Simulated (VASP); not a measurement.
PbSe:

```
Pb Se
1.0
     3.70193    0.00000    0.00000
     0.00000    3.70193    0.00000
     0.00000    0.00000    3.70193
Pb Se
1 1
Direct
  0.00000 0.00000 0.00000
  0.50000 0.50000 0.50000
```

```yaml
Program: VASP 6.6.1
Task: relaxation of cell and atoms
Functional: r2SCAN
Dispersion: rVV10
Potentials_or_basis: VASP PAW PBE potentials, release 64 (Pb_d, Se)
Cutoff: 600 eV
k_mesh: 6 × 6 × 6
Occupations: fermi-dirac, width 0.03 eV
Spin: no spin polarisation
```

At the start: pressure 2.1 GPa; volume 25.37 Å³/atom.

Q: How do energy, volume and symmetry change on relaxing?

A: Over 3 steps the energy falls by 5.9 meV/atom and the volume is 26.31 Å³/atom (+3.7 %); space group Pm-3m (No. 221, to 0.1 Å) before and after.

The path:
| step | energy change (eV) | largest force (eV/Å) | pressure (GPa) | volume (Å³) |
| --- | --- | --- | --- | --- |
| 1 | 0.0000 | 0.0000 | 2.09 | 50.73 |
| 2 | -0.0107 | 0.0000 | -0.51 | 53.20 |
| 3 | -0.0118 | 0.0000 | 0.01 | 52.62 |

Final structure:
```yaml
crystal:
  lattice:
    - [3.74721, 0.00000, 0.00000]
    - [0.00000, 3.74721, 0.00000]
    - [0.00000, 0.00000, 3.74721]
  atoms:
    - { symbol: Pb, position: [0.00000, 0.00000, 0.00000] }
    - { symbol: Se, position: [0.50000, 0.50000, 0.50000] }
```

Caveat: the PAW data sets were made with another functional, which shifts forces and pressure a little.
